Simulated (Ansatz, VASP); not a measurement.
# Two plane-wave programs on B3Rh

```
B Rh
1.0
     2.90768    0.00000    0.00000
    -1.45384    2.51812    0.00000
     0.00000    0.00000    4.59739
B Rh
3 1
Direct
  0.66667 0.33333 0.00000
  0.33333 0.66667 0.82721
  0.33333 0.66667 0.17279
  0.66667 0.33333 0.50000
```

Alike in both runs: task single point; functional LDA; k mesh 18 × 18 × 10; occupations gaussian, width 0.1 eV; no spin polarisation.

|  | VASP | Ansatz |
| --- | --- | --- |
| version | VASP 6.6.1 | Ansatz 0.2.0 |
| potentials or method | VASP PAW LDA potentials, release 64 (B, Rh_sv_GW), cutoff 530 eV | scalar-relativistic, plane waves, PAW |
| valence electrons in the cell | 26 | 26 |

VASP gave:

```
gap on the k mesh at the Fermi level (eV)                     : none
pressure (GPa)                                                : -12.3
traceless stress, the component that is largest in VASP (GPa) : -1.75
rms of the force components (eV/Å)                            : 0.012
```

Problem. Estimate Ansatz's values.

Solution. gap on the k mesh at the Fermi level (eV): none; pressure (GPa): -11.7; traceless stress, the component that is largest in VASP (GPa): -1.96; rms of the force components (eV/Å): 0.017.

LDA's correlation is that of Perdew and Zunger in VASP and of Perdew and Wang (1992) in Ansatz. Atom by atom the forces differ by 0.005 eV/Å (rms over components). A gap of «none» marks a metal or a gap that the smearing closes.
